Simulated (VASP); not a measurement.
# Ag (Im-3m) in VASP: notebook, part 2 of 2

VASP 6.6.1. The steps go on from the part before.

## 4. Single point, PBEsol

The input, INCAR:

```
ALGO = Normal ; EDIFF = 1E-6
ENCUT = 520 ; GGA = PS
ISIF = 2 ; ISMEAR = -4
LASPH = T ; LCHARG = T
LELF = T ; LREAL = F
LVHAR = T ; LWAVE = F
NBANDS = 12 ; NELM = 80
PREC = Accurate ; SIGMA = 0.1
```

The input, KPOINTS:

```
k-points
0
Gamma
  18 18 18
```

The input, POSCAR:

```
Ag
1.0
   -1.2800128809      1.2800128809      1.2800128809
    1.2800128809     -1.2800128809      1.2800128809
    1.2800128809      1.2800128809     -1.2800128809
Ag
1
Direct
    0.0000000000      0.0000000000      0.0000000000
```

Potentials or basis: VASP PAW PBE potentials, release 64 (Ag).

Run with:

```
$ cat potpaw_PBE.64/Ag/POTCAR > POTCAR
$ mpirun -np 1 vasp_std > vasp.out
```

OUTCAR:

```text
EDIFF = 1E-6
   ENCUT = 520
   GGA = PS
   ISIF = 2
   ISMEAR = -4
   LASPH = T
   LREAL = F
   NELM = 80
   PREC = Accurate

 ion  position               nearest neighbor table
   1  0.000  0.000  0.000-

  LATTYP: Found a body centered cubic cell.
 ALAT       =     2.5600257618

  Lattice vectors:

 A1 = (  -1.2800128809,   1.2800128809,   1.2800128809)
 A2 = (   1.2800128809,  -1.2800128809,   1.2800128809)
 A3 = (   1.2800128809,   1.2800128809,  -1.2800128809)

Analysis of symmetry for initial positions (statically):
=====================================================================
 Subroutine PRICEL returns:
 Original cell was already a primitive cell.

 Routine SETGRP: Setting up the symmetry group for a
 body centered cubic supercell.

 Subroutine GETGRP returns: Found 48 space group operations
 (whereof 48 operations were pure point group operations)
 out of a pool of 48 trial point group operations.

The static configuration has the point symmetry O_h .

Analysis of symmetry for dynamics (positions and initial velocities):
=====================================================================
 Subroutine PRICEL returns:
 Original cell was already a primitive cell.

 Routine SETGRP: Setting up the symmetry group for a
 body centered cubic supercell.

 Subroutine GETGRP returns: Found 48 space group operations
 (whereof 48 operations were pure point group operations)
 out of a pool of 48 trial point group operations.

The dynamic configuration has the point symmetry O_h .

 Subroutine INISYM returns: Found 48 space group operations
 (whereof 48 operations are pure point group operations),
 and found     1 'primitive' translations

----------------------------------------------------------------------------------------

                                     Primitive cell

  volume of cell :       8.3889

  direct lattice vectors                    reciprocal lattice vectors
    -1.280012881  1.280012881  1.280012881     0.000000000  0.390621069  0.390621069
     1.280012881 -1.280012881  1.280012881     0.390621069  0.000000000  0.390621069
     1.280012881  1.280012881 -1.280012881     0.390621069  0.390621069  0.000000000

  length of vectors
     2.217047344  2.217047344  2.217047344     0.552421614  0.552421614  0.552421614

  position of ions in fractional coordinates (direct lattice)
     0.000000000  0.000000000  0.000000000

  ion indices of the primitive-cell ions
   primitive index   ion index
                 1           1

----------------------------------------------------------------------------------------

 KPOINTS: k-points

Automatic generation of k-mesh.
 Grid dimensions read from file:
 generate k-points for:   18   18   18

 Generating k-lattice:

  Cartesian coordinates                     Fractional coordinates (reciprocal lattice)
     0.000000000  0.021701171  0.021701171     0.055555556  0.000000000  0.000000000
     0.021701171  0.000000000  0.021701171     0.000000000  0.055555556  0.000000000
     0.021701171  0.021701171  0.000000000     0.000000000  0.000000000  0.055555556

  Length of vectors
     0.030690090  0.030690090  0.030690090

  Shift w.r.t. Gamma in fractional coordinates (k-lattice)
     0.000000000  0.000000000  0.000000000

 TETIRR: Found   6794 inequivalent tetrahedra from    34992

 Subroutine IBZKPT returns following result:
 ===========================================

 Found    195 irreducible k-points:

 Following reciprocal coordinates:
            Coordinates               Weight
  0.000000  0.000000  0.000000      1.000000
  0.055556  0.000000  0.000000     12.000000
  0.111111  0.000000  0.000000     12.000000
  0.166667  0.000000  0.000000     12.000000
  0.222222  0.000000  0.000000     12.000000
  0.277778  0.000000  0.000000     12.000000
[... 16 lines left out ...]
  0.333333  0.111111  0.000000     48.000000
  0.388889  0.111111 -0.000000     48.000000
 [... further k-points ...]
   k-points           NKPTS =    195   k-points in BZ     NKDIM =    195   number of bands    NBANDS=     12
   number of dos      NEDOS =    301   number of ions     NIONS =      1
   total plane-waves  NPLWV =   4096
   dimension x,y,z NGX =    16 NGY =   16 NGZ =   16
   dimension x,y,z NGXF=    32 NGYF=   32 NGZF=   32
   ions per type =               1
   NGX,Y,Z   is equivalent  to a cutoff of  12.00, 12.00, 12.00 a.u.
   NGXF,Y,Z  is equivalent  to a cutoff of  24.00, 24.00, 24.00 a.u.
 SYSTEM =  unknown system
   PREC   = accura    normal or accurate (medium, high low for compatibility)
   ISTART =      0    job   : 0-new  1-cont  2-samecut
   ICHARG =      2    charge: 1-file 2-atom 10-const
   ISPIN  =      1    spin polarized calculation?
   LNONCOLLINEAR =      F non collinear calculations
   LSORBIT =      F    spin-orbit coupling
   LASPH  =      T    aspherical Exc in radial PAW
   ENCUT  =  520.0 eV  38.22 Ry    6.18 a.u.   4.12  4.12  4.12*2*pi/ulx,y,z
   NELM   =     80;   NELMIN=  2; NELMDL= -5     # of ELM steps
   EDIFF  = 0.1E-05   stopping-criterion for ELM
   LREAL  =      F    real-space projection
[... 7 lines left out ...]
   TEBEG  =    0.0;   TEEND  =   0.0 temperature during run
   PSTRESS=    0.0 pullay stress
   NELECT =      11.0000    total number of electrons
   NUPDOWN=      -1.0000    fix difference up-down
   EMIN   =  10.00;   EMAX   =-10.00  energy-range for DOS
   EFERMI =   0.00;   METHOD = LEGACY
   ISMEAR =    -4;   SIGMA  =   0.10  broadening in eV -4-tet -1-fermi 0-gaus
   EFERMI_NEDOS =   21; number of points for ismear=-14 and -15
   IALGO  =     38    algorithm
   IMIX   =      4    mixing-type and parameters
     AMIX     =   0.40;   BMIX     =  1.00
     AMIX_MAG =   1.60;   BMIX_MAG =  1.00
  volume/ion in A,a.u.               =       8.39        56.61
  Fermi-wavevector in a.u.,A,eV,Ry     =   1.791863  3.386129 43.685203  3.210772
  Thomas-Fermi vector in A             =   2.854344
   LORBIT       =      0    0 simple, 1 ext, 2 COOP (PROOUT), +10 PAW based schemes
   GGA     = PS    functional components
   LHFCALC =     F    Hartree Fock is set to
   AEXX    =    0.0000 exact exchange contribution
   IVDW    =     0    specifies the selected vdW correction
   LEPSILON=     F    determine dielectric tensor
   LRPA    =     F    only Hartree local field effects (RPA)
 non-spin polarized calculation
 Fermi weights with tetrahedron method witout Bloechl corrections
  energy-cutoff  :      520.00
  volume of cell :        8.39
 maximum number of plane-waves:       236
   NGX =  9   NGY =  9   NGZ =  9

 number of electron      10.9999995 magnetization

 Free energy of the ion-electron system (eV)
  ---------------------------------------------------
  ext. energy  EPLUGINS =         0.00000000
  ---------------------------------------------------
  free energy    TOTEN  =         3.58049637 eV

  energy without entropy =        3.58049637  energy(sigma->0) =        3.58049637

 E-fermi :  24.3154     XC(G=0): -17.1467

 val. band max:       24.1421922739   @ k =   0.4444   0.0556   0.0556
 cond. band min:      24.2456737298   @ k =  -0.3333   0.3333   0.2778
 fundamental gap:      0.1034814559
 Fermi energy:        24.3154316323

 k-point     1 :       0.0000    0.0000    0.0000
  band No.  band energies     occupation
      1       8.6242      2.00000
      2      13.6081      2.00000
      3      13.6081      2.00000
      4      13.6081      2.00000
      5      17.6242      2.00000
      6      17.6242      2.00000
      7      41.1252      0.00000
      8      41.1252      0.00000
      9      41.1252      0.00000
     10      56.7802      0.00000
     11      57.4046      0.00000
     12      57.4046      0.00000

 k-point     2 :       0.0556    0.0000    0.0000
  band No.  band energies     occupation
      1       8.8211      2.00000
      2      13.5151      2.00000
      3      13.6075      2.00000
      4      13.7827      2.00000
      5      17.4964      2.00000
      6      17.6294      2.00000
      7      41.2474      0.00000
      8      41.3990      0.00000
      9      41.4402      0.00000
     10      56.0506      0.00000
     11      56.7091      0.00000
     12      57.1609      0.00000
[... 316 lines left out ...]
 k-point    24 :       0.3889    0.1111   -0.0000
  band No.  band energies     occupation
      1       9.7572      2.00000
      2      11.3133      2.00000
      3      16.8368      2.00000
      4      17.5728      2.00000
      5      19.4039      2.00000
      6      23.9777      1.31755
      7      34.8803      0.00000
      8      37.6268      0.00000
      9      44.3541      0.00000
     10      52.2828      0.00000
     11      53.9995      0.00000
     12      56.4331      0.00000

 [... further k-points ...]

------------------------ aborting loop because EDIFF is reached ----------------------------------------

  FORCE on cell =-STRESS in cart. coord.  units (eV):
  Direction    XX          YY          ZZ          XY          YZ          ZX
  --------------------------------------------------------------------------------------
  -------------------------------------------------------------------------------------
  Total       27.9032702     27.9032702     27.9032702      0.0000000     -0.0000000     -0.0000000
  in kB     5329.2080606   5329.2080606   5329.2080606      0.0000000     -0.0000000     -0.0000000
  external PRESSURE =    5329.2080606 kB  Pullay stress =       0.0000000 kB

 VOLUME and BASIS-vectors are now :
 -----------------------------------------------------------------------------
  energy-cutoff  :      520.00
  volume of cell :        8.39
      direct lattice vectors                 reciprocal lattice vectors
    -1.280012881  1.280012881  1.280012881     0.000000000  0.390621069  0.390621069
     1.280012881 -1.280012881  1.280012881     0.390621069  0.000000000  0.390621069
     1.280012881  1.280012881 -1.280012881     0.390621069  0.390621069  0.000000000

 POSITION                                       TOTAL-FORCE (eV/Angst)
 -----------------------------------------------------------------------------------
      0.00000      0.00000      0.00000        -0.000000      0.000000      0.000000
 -----------------------------------------------------------------------------------
    total drift:                               -0.000000      0.000000     -0.000000

  FREE ENERGIE OF THE ION-ELECTRON SYSTEM (eV)
  ---------------------------------------------------
  free  energy   TOTEN  =         3.5804963661 eV

  energy  without entropy=        3.5804963661  energy(sigma->0) =        3.58049637
```

It took 44 s on 1 thread of AMD EPYC 7R13, shared host; peak memory 0.11 GiB.

What came out:

```
Free energy : 3.5805 eV
Pressure    : 532.9 GPa
```

Caveat: the PAW data sets were made with another functional, which shifts forces and pressure a little.

## 5. Single point, PBEsol (volume scaled by 0.58)

The input, INCAR:

```
PREC     = Accurate       # precision mode
ENCUT    = 520            # plane-wave cutoff, eV
EDIFF    = 1E-6           # SCF threshold, eV
ISMEAR   = -1             # smearing method
SIGMA    = 0.08           # smearing width, eV
LREAL    = F              # projectors in reciprocal space
LASPH    = T              # aspherical terms in the spheres
NELM     = 80             # most SCF steps
ALGO     = Normal         # electronic algorithm
ISIF     = 2              # what is computed and relaxed
LWAVE    = F              # write WAVECAR
LCHARG   = T              # write CHGCAR
GGA      = PS             # functional
LELF     = T              # ELF
LVHAR    = T            
NBANDS   = 12             # bands
```

The input, KPOINTS:

```
regular mesh
0
Gamma
  18 18 18
```

The input, POSCAR:

```
Ag
1.0
   -1.3449320296      1.3449320296      1.3449320296
    1.3449320296     -1.3449320296      1.3449320296
    1.3449320296      1.3449320296     -1.3449320296
Ag
1
Direct
    0.0000000000      0.0000000000      0.0000000000
```

Run with:

```
$ cat potpaw_PBE.64/Ag/POTCAR > POTCAR
$ mpirun -np 1 vasp_std > vasp.out
```

It took 46 s on 1 thread of AMD EPYC 7R13, shared host; peak memory 0.11 GiB.

Results (log left out):

| Item | Value |
| --- | --- |
| Free energy | 0.2162 eV |
| Pressure | 282.4 GPa |

Levels at points of the mesh, in eV from the Fermi level:
| k point | band 1 | band 2 | band 3 | band 4 | band 5 | band 6 | band 7 | band 8 | band 9 | band 10 |
| --- | --- | --- | --- | --- | --- | --- | --- | --- | --- | --- |
| (0.00, 0.00, 0.00) | -13.63 | -8.86 | -8.86 | -8.86 | -5.62 | -5.62 | 17.84 | 17.84 | 17.84 | 31.32 |
| (0.50, 0.00, 0.00) | -12.48 | -10.89 | -5.63 | -5.13 | -2.78 | -2.24 | 8.45 | 13.39 | 19.65 | 27.99 |
| (0.50, 0.50, 0.50) | -12.80 | -12.80 | -3.48 | -3.48 | -3.48 | 8.12 | 8.12 | 8.12 | 20.08 | 20.08 |

Caveat: the PAW data sets were made with another functional, which shifts forces and pressure a little.

## 6. Single point, PBEsol (volume scaled by 0.68)

The input, INCAR:

```
SYSTEM = Ag
PREC     = Accurate       ! precision mode
ENCUT    = 520            ! plane-wave cutoff, eV
EDIFF    = 1E-7           ! SCF threshold, eV
ISMEAR   = -1             ! smearing method
SIGMA    = 0.08           ! smearing width, eV
LREAL    = .False.        ! projectors in reciprocal space
LASPH    = .True.         ! aspherical terms in the spheres
NELM     = 60             ! most SCF steps
ALGO     = Normal         ! electronic algorithm
ISIF     = 2              ! what is computed and relaxed
LWAVE    = .False.        ! write WAVECAR
LCHARG   = .False.        ! write CHGCAR
GGA      = PS             ! functional
NBANDS   = 12             ! bands
```

The input, KPOINTS:

```
regular mesh
0
Gamma
  18 18 18
  0 0 0
```

The input, POSCAR:

```
Ag
1.0
   -1.4181667849      1.4181667849      1.4181667849
    1.4181667849     -1.4181667849      1.4181667849
    1.4181667849      1.4181667849     -1.4181667849
Ag
1
Direct
    0.0000000000      0.0000000000      0.0000000000
```

Potentials or basis: VASP PAW PBE potentials, release 64 (Ag).

Run with:

```
$ cat potpaw_PBE.64/Ag/POTCAR > POTCAR
$ mpirun -np 1 vasp_std > vasp.out
```

OUTCAR:

```text
SYSTEM = Ag
   PREC = Accurate
   ENCUT = 520
   EDIFF = 1E-7
   ISMEAR = -1
   LREAL = .False.
   LASPH = .True.
   NELM = 60
   ISIF = 2
   GGA = PS

 ion  position               nearest neighbor table
   1  0.000  0.000  0.000-

  LATTYP: Found a body centered cubic cell.
 ALAT       =     2.8363335698

  Lattice vectors:

 A1 = (  -1.4181667849,   1.4181667849,   1.4181667849)
 A2 = (   1.4181667849,  -1.4181667849,   1.4181667849)
 A3 = (   1.4181667849,   1.4181667849,  -1.4181667849)

Analysis of symmetry for initial positions (statically):
=====================================================================
 Subroutine PRICEL returns:
 Original cell was already a primitive cell.

 Routine SETGRP: Setting up the symmetry group for a
 body centered cubic supercell.

 Subroutine GETGRP returns: Found 48 space group operations
 (whereof 48 operations were pure point group operations)
 out of a pool of 48 trial point group operations.

The static configuration has the point symmetry O_h .

Analysis of symmetry for dynamics (positions and initial velocities):
[... 164 lines left out ...]
  band No.  band energies     occupation
      1       3.9726      2.00000
      2       8.3062      2.00000
      3       8.3062      2.00000
      4       8.3062      2.00000
      5      10.8616      2.00000
      6      10.8616      2.00000
      7      34.0034      0.00000
      8      34.0034      0.00000
      9      34.0034      0.00000
     10      44.9815      0.00000
     11      44.9815      0.00000
     12      48.4932      0.00000
[... 331 lines left out ...]
 k-point    24 :       0.3889    0.1111    0.0000
  band No.  band energies     occupation
      1       5.7922      2.00000
      2       6.8990      2.00000
      3      10.3658      2.00000
      4      10.7645      2.00000
      5      11.8813      2.00000
      6      15.4310      1.82029
      7      23.3652      0.00000
      8      29.3817      0.00000
      9      32.8867      0.00000
     10      40.7444      0.00000
     11      42.7820      0.00000
     12      45.1434      0.00000

 [... further k-points ...]

------------------------ aborting loop because EDIFF is reached ----------------------------------------

  FORCE on cell =-STRESS in cart. coord.  units (eV):
  Direction    XX          YY          ZZ          XY          YZ          ZX
  --------------------------------------------------------------------------------------
  -------------------------------------------------------------------------------------
  Total        9.2264325      9.2264325      9.2264325      0.0000000      0.0000000      0.0000000
  in kB     1295.6940744   1295.6940744   1295.6940744      0.0000000      0.0000000      0.0000000
  external PRESSURE =    1295.6940744 kB  Pullay stress =       0.0000000 kB

 VOLUME and BASIS-vectors are now :
 -----------------------------------------------------------------------------
  energy-cutoff  :      520.00
  volume of cell :       11.41
      direct lattice vectors                 reciprocal lattice vectors
    -1.418166785  1.418166785  1.418166785     0.000000000  0.352567840  0.352567840
     1.418166785 -1.418166785  1.418166785     0.352567840  0.000000000  0.352567840
     1.418166785  1.418166785 -1.418166785     0.352567840  0.352567840  0.000000000

 POSITION                                       TOTAL-FORCE (eV/Angst)
 -----------------------------------------------------------------------------------
      0.00000      0.00000      0.00000         0.000000      0.000000      0.000000
 -----------------------------------------------------------------------------------
    total drift:                                0.000000     -0.000000      0.000000

  FREE ENERGIE OF THE ION-ELECTRON SYSTEM (eV)
  ---------------------------------------------------
  free  energy   TOTEN  =        -1.8410137045 eV

  energy  without entropy=       -1.8356412057  energy(sigma->0) =       -1.83832746
```

Run time: 43 s. Hardware: 1 thread of AMD EPYC 7R13, shared host; peak memory 0.11 GiB.

Results:

```yaml
Free_energy: -1.8410 eV
Pressure: 129.6 GPa
```

Levels at points of the mesh, in eV from the Fermi level:
```tsv
k point	band 3	band 4	band 5	band 6	band 7	band 8
(0.00, 0.00, 0.00)	-7.31	-7.31	-4.75	-4.75	18.39	18.39
(0.50, 0.00, 0.00)	-4.81	-4.42	-2.63	-1.52	6.98	13.85
(0.50, 0.50, 0.50)	-3.15	-3.15	-3.15	7.84	7.84	7.84
```

Caveat: the PAW data sets were made with another functional, which shifts forces and pressure a little.

## 7. The runs side by side

| cell | smearing | gap on the mesh (eV) | pressure (GPa) |
| --- | --- | --- | --- |
| a = 2.217 Å, angles 109.5°, 1 atom | fermi-dirac 0.08 eV | none | 531.6 |
| a = 2.217 Å, angles 109.5°, 1 atom | tetrahedron | none | 532.9 |
| a = 2.329 Å, angles 109.5°, 1 atom | fermi-dirac 0.08 eV | none | 282.4 |
| a = 2.456 Å, angles 109.5°, 1 atom | fermi-dirac 0.08 eV | none | 129.6 |

Alike in all rows: task single point; level PBEsol; potentials or basis VASP PAW PBE potentials, release 64 (Ag); no spin polarisation; k mesh 18 × 18 × 18; cutoff (eV) 520.

Caveats: the PAW data sets were made with another functional, which shifts forces and pressure a little.

Absolute energies hang on the potentials; compare differences alone.
